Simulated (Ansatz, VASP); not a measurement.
# One calculation of Be, two programs

```
CELL_PARAMETERS angstrom
2.25481 0.00000 0.00000
-1.12740 1.95272 0.00000
0.00000 0.00000 3.55862
ATOMIC_POSITIONS crystal
Be 0.33333 0.66667 0.75000
Be 0.66667 0.33333 0.25000
```

Alike in both runs: functional PBEsol; k mesh 21 × 21 × 12; occupations gaussian, width 0.1 eV; no spin polarisation.

Ansatz relaxed the structure, and its values are those at the end. VASP's run is a single point on that final structure, the one shown.

|  | VASP | Ansatz |
| --- | --- | --- |
| version | VASP 6.6.1 | Ansatz 0.2.0 |
| potentials or method | VASP PAW PBE potentials, release 64 (Be), cutoff 520 eV | scalar-relativistic, plane waves, PAW |
| valence electrons in the cell | 4 | 4 |

|  | VASP | Ansatz | Ansatz less VASP |
| --- | --- | --- | --- |
| gap on the k mesh at the Fermi level (eV) | none | none | - |
| pressure (GPa) | 0.4 | 0.0 | -0.38 |

VASP's potentials were made for PBE, not for PBEsol. A gap of «none» marks a metal or a gap that the smearing closes.
